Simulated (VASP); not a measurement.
Si2W: single point with PBEsol

Si2W:

```
CELL_PARAMETERS angstrom
-1.60690 1.60690 3.91495
1.60690 -1.60690 3.91495
1.60690 1.60690 -3.91495
ATOMIC_POSITIONS crystal
Si 0.33470 0.33470 0.00000
Si 0.66530 0.66530 0.00000
W 0.00000 0.00000 0.00000
```

```json
{"Program": "VASP 6.6.1", "Task": "single point", "Functional": "PBEsol", "Potentials or basis": "VASP PAW PBE potentials, release 64 (Si, W_sv)", "Cutoff": "520 eV", "k mesh": "13 × 13 × 13", "Occupations": "fermi-dirac, width 0.1 eV", "Spin": "no spin polarisation", "Dipole correction": "no", "Further INCAR settings": "ALGO = Normal; EDIFF = 1e-06; NBANDS = 18"}
```

| Item | Value |
| --- | --- |
| Pressure | -1.6 GPa |
| Largest force | 0.020 eV/Å |
| Band gap on the k mesh | zero (band 11 reaches 12.58 eV, above the bottom of band 12 at 11.39 eV) |

Forces on the atoms (eV/Å):
```
Si   0.000  0.000 -0.020
Si   0.000  0.000  0.020
W    0.000  0.000  0.000
```

Stress tensor (GPa, compression positive):
```
-1.80  0.00  0.00
 0.00 -1.80  0.00
 0.00  0.00 -1.28
```

Levels at points of the mesh, in eV from the Fermi level:
| k point | band 9 | band 10 | band 11 | band 12 | band 13 | band 14 |
| --- | --- | --- | --- | --- | --- | --- |
| (0.00, 0.00, 0.00) | -2.84 | -2.84 | 0.60 | 2.76 | 2.91 | 3.08 |

It took 2.7 min on 1 thread of AMD EPYC 7R43 64-Core Processor (Zen 3), with other jobs on the host, peak memory 0.26 GiB.

Caveat: the PAW data sets were made with another functional, which shifts forces and pressure a little; spin-orbit coupling is left out, which moves the levels of the heavy elements.
